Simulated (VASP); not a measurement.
Input of a VASP 6.6.1 run:

File INCAR:

```
SYSTEM = BaTiO3
PREC = Accurate ; ENCUT = 520
EDIFF = 1E-7 ; ISMEAR = 1
SIGMA = 0.0123 ; LREAL = .FALSE.
LASPH = .TRUE. ; NELM = 150
ALGO = Normal ; ISIF = 2
LWAVE = .FALSE. ; LCHARG = .FALSE.
ISPIN = 2 ; MAGMOM = 0 0 0 0 0 0 0 0 0 0
LORBIT = 11 ; LMAXMIX = 4
LDAU = .TRUE. ; LDAUTYPE = 1
LDAUL = -1 2 -1 ; LDAUU = 0 2.21 0
LDAUJ = 0 0.47 0 ; LDAUPRINT = 1
GGA = PE ; NBANDS = 55
```

The input KPOINTS:

```
Automatic mesh
0
G
  4 4 4
  0 0 0
```

File POSCAR:

```
BaTiO3
1.0
   -3.9912237600     -2.8353693600      2.8418713600
    0.0000000000      0.0000000000      5.6837427100
   -3.9912237600      2.8353693600      2.8418713600
Ba Ti O
2 2 6
Direct
    0.0000000000      0.0000000000      0.0000000000
    0.5000000000      0.5000000000      0.5000000000
    0.2500000000      0.2600000000      0.2500000000
    0.7500000000      0.7600000000      0.7500000000
    0.0000000000      0.4900000000      0.0000000000
    0.5000000000      0.9900000000      0.5000000000
    0.4970000000      0.4870000000      0.0030000000
    0.9970000000      0.9870000000      0.5030000000
    0.0030000000      0.4870000000      0.4970000000
    0.5030000000      0.9870000000      0.9970000000
```

Potentials or basis: VASP PAW PBE potentials, release 64 (Ba_sv, Ti_sv, O).

The run is started by

```bash
$ cat potpaw_PBE.64/Ba_sv/POTCAR potpaw_PBE.64/Ti_sv/POTCAR potpaw_PBE.64/O/POTCAR > POTCAR
$ mpirun -np 1 vasp_std > vasp.out
```

Q: What does it give for the band gap on the k mesh?

A: 2.14 eV.

Q: Predict the largest force.

A: 0.145 eV/Å.

Q: Predict the net moment.

A: 0.00 μB per cell.

Stress tensor (GPa, compression positive):
```
5.74 0.00 0.00
0.00 6.25 0.00
0.00 0.00 6.10
```

Caveat: spin-orbit coupling is left out, which moves the levels of the heavy elements. A k mesh can miss the band edges.
